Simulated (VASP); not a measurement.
Here is a VASP 6.6.1 calculation.

File INCAR:

```
SYSTEM = KF
  PREC = Accurate
  ENCUT = 520
  EDIFF = 1E-6
  ISMEAR = 0
  SIGMA = 0.05
  LREAL = .False.
  LASPH = .True.
  NELM = 60
  ALGO = Normal
  ISIF = 2
  LWAVE = .False.
  LCHARG = .False.
  GGA = PE
  NBANDS = 15
```

File KPOINTS:

```
regular mesh
0
Gamma
  8 8 8
  0 0 0
```

The input POSCAR:

```
KF
1.0
    0.0298738115      2.7959674732      2.7959674732
    2.7959674732      0.0298738115      2.7959674732
    2.7959674732      2.7959674732      0.0298738115
K F
1 1
Direct
    0.0000000000      0.0000000000      0.0000000000
    0.5000000000      0.5000000000      0.5000000000
```

Potentials or basis: VASP PAW PBE potentials, release 64 (K_sv, F).

Command:

```console
$ cat potpaw_PBE.64/K_sv/POTCAR potpaw_PBE.64/F/POTCAR > POTCAR
$ mpirun -np 1 vasp_std > vasp.out
```

Question: What does it give for the pressure?

Answer: -1.9 GPa.

Question: Estimate the band gap on the k mesh.

Answer: 5.57 eV.

Stress tensor (GPa, compression positive):
```
-1.89 -0.15 -0.15
-0.15 -1.89 -0.15
-0.15 -0.15 -1.89
```

A k mesh can miss the band edges. Expect the measured gap to be larger: semilocal functionals such as PBE lack the derivative discontinuity.
